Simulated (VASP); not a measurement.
Wanted: the native input for a VASP 6.6.1 run.

```
Task                   : relaxation of cell and atoms
Functional             : PBE
Potentials or basis    : VASP PAW PBE potentials, release 64 (Ag, Au)
Cutoff                 : 600 eV
k mesh                 : 8 × 8 × 8
Occupations            : gaussian, width 0.1 eV
Spin                   : no spin polarisation
Dipole correction      : no
Further INCAR settings : ALGO = Fast; EDIFF = 1e-06; IBRION = 2; EDIFFG = -0.01; NSW = 100; ISIF = 3
```

The structure of Ag2Au lies in POSCAR:

```
Ag2Au
1.0
    0.0000000000      3.8712077297      3.8712077297
    3.8712077297      0.0000000000      3.8712077297
    3.8712077297      3.8712077297      0.0000000000
Ag Au
4 2
Direct
    0.6250000000      0.6250000000      0.6250000000
    0.1250000000      0.6250000000      0.6250000000
    0.6250000000      0.6250000000      0.1250000000
    0.6250000000      0.1250000000      0.6250000000
    0.0000000000      0.0000000000      0.0000000000
    0.2500000000      0.2500000000      0.2500000000
```

One way to write it, as run:

INCAR

```
  PREC = Accurate
  ENCUT = 600
  EDIFF = 1E-6
  ISMEAR = 0
  SIGMA = 0.1
  LREAL = False
  LASPH = True
  NELM = 60
  ALGO = Fast
  ISIF = 3
  LWAVE = False
  LCHARG = False
  GGA = PE
  IBRION = 2
  NSW = 100
  EDIFFG = -0.01
```

KPOINTS

```
regular mesh
0
Gamma
  8 8 8
```

Potentials or basis: VASP PAW PBE potentials, release 64 (Ag, Au).

Run with:

```bash
$ cat potpaw_PBE.64/Ag/POTCAR potpaw_PBE.64/Au/POTCAR > POTCAR
$ mpirun -np 1 vasp_std > vasp.out
```

It gave:

```
Relaxed volume                         : 18.79 Å³/atom
Relaxed cell                           : a = 5.422 Å, b = 5.422 Å, c = 5.422 Å, α = 60.00°, β = 60.00°, γ = 60.00°
Space group after relaxing (to 0.05 Å) : Fd-3m (No. 227)
Energy gained by relaxing              : 4.3 meV/atom
Ionic steps                            : 3
Pressure after relaxing                : 0.0 GPa
Band gap on the k mesh                 : zero (band 33 reaches 9.70 eV, above the bottom of band 34 at 5.62 eV)
```

Caveat: spin-orbit coupling is left out, which moves the levels of the heavy elements.

Wall time 5.7 min on 1 thread of Intel(R) Xeon(R) Platinum 8375C CPU @ 2.90GHz (Ice Lake), with other jobs on the host, peak memory 0.41 GiB.
